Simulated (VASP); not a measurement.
Input of a VASP 6.6.1 run:

INCAR

```
SYSTEM = RbBr
  PREC = Accurate
  ENCUT = 520
  EDIFF = 1E-6
  ISMEAR = -5
  SIGMA = 0.1
  LREAL = .False.
  LASPH = .True.
  NELM = 150
  ALGO = Normal
  ISIF = 2
  LWAVE = .False.
  LCHARG = .True.
  ISPIN = 2
  MAGMOM = 0.5 0
  LORBIT = 11
  GGA = PE
  LELF = .True.
  LVHAR = .True.
  NBANDS = 19
```

The input KPOINTS:

```
regular mesh
0
Gamma
  7 7 7
  0 0 0
```

File POSCAR:

```
RbBr
1.0
    0.0000000000      3.4270000000      3.4270000000
    3.4270000000      0.0000000000      3.4270000000
    3.4270000000      3.4270000000      0.0000000000
Rb Br
1 1
Direct
    0.0000000000      0.0000000000      0.0000000000
    0.5000000000      0.5000000000      0.5000000000
```

Potentials or basis: VASP PAW PBE potentials, release 64 (Rb_sv, Br).

Command:

```bash
$ cat potpaw_PBE.64/Rb_sv/POTCAR potpaw_PBE.64/Br/POTCAR > POTCAR
$ mpirun -np 1 vasp_std > vasp.out
```

(1) What does it give for the pressure?

(2) Predict the band gap on the k mesh.

(3) What does it give for the net moment?

Results:

(1) 1.0 GPa.

(2) 4.36 eV.

(3) 0.00 μB per cell.

Caveat: an odd mesh through Γ misses points on the zone boundary, where band edges can lie.
